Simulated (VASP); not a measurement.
Set up this calculation in VASP 6.6.1, as the native input.

```
Task                   : relaxation of cell and atoms
Functional             : PBE
Potentials or basis    : VASP PAW PBE potentials, release 64 (Cu, Au)
Cutoff                 : 600 eV
k mesh                 : 4 × 4 × 4
Occupations            : gaussian, width 0.1 eV
Spin                   : no spin polarisation
Dipole correction      : no
Further INCAR settings : ALGO = Normal; EDIFF = 1e-07; IBRION = 2; EDIFFG = -0.04; NSW = 90; ISIF = 3
```

The structure of Cu2Au3 lies in POSCAR:

```
Cu2Au3
1.0
    4.4115948500      0.0000000000      0.0000000000
    0.0000000000      4.4115948500      0.0000000000
    0.0000000000      0.0000000000      4.4115948500
Cu Au
2 3
Direct
    0.5000000000      0.5000000000      0.5000000000
    0.0000000000      0.0000000000      0.0000000000
    0.5000000000      0.0000000000      0.0000000000
    0.0000000000      0.5000000000      0.0000000000
    0.0000000000      0.0000000000      0.5000000000
```

One way to write it, as run:

INCAR

```
SYSTEM = Cu2Au3
  PREC = Accurate
  ENCUT = 600
  EDIFF = 1E-7
  ISMEAR = 0
  SIGMA = 0.1
  LREAL = .FALSE.
  LASPH = .TRUE.
  NELM = 80
  ALGO = Normal
  ISIF = 3
  LWAVE = .FALSE.
  LCHARG = .FALSE.
  GGA = PE
  IBRION = 2
  NSW = 90
  EDIFFG = -0.04
```

KPOINTS

```
Automatic mesh
0
G
  4 4 4
  0 0 0
```

Potentials or basis: VASP PAW PBE potentials, release 64 (Cu, Au).

Run with:

```console
$ cat potpaw_PBE.64/Cu/POTCAR potpaw_PBE.64/Au/POTCAR > POTCAR
$ mpirun -np 1 vasp_std > vasp.out
```

It gave:

The relaxed volume is 21.22 Å³/atom. The relaxed cell is a = 4.734 Å, b = 4.734 Å, c = 4.734 Å, α = 90.00°, β = 90.00°, γ = 90.00°, the space group after relaxing (to 0.05 Å) is Pm-3m (No. 221) and the energy gained by relaxing is 263.5 meV/atom. The ionic steps are 3. The pressure after relaxing is 0.0 GPa.

Caveat: the volume moved by over 15 % at a fixed basis, so the end points are rough.

It took 90 s on 1 thread of AMD EPYC 9R45 96-Core Processor (Zen 5) (shared host), peak memory 0.19 GiB.
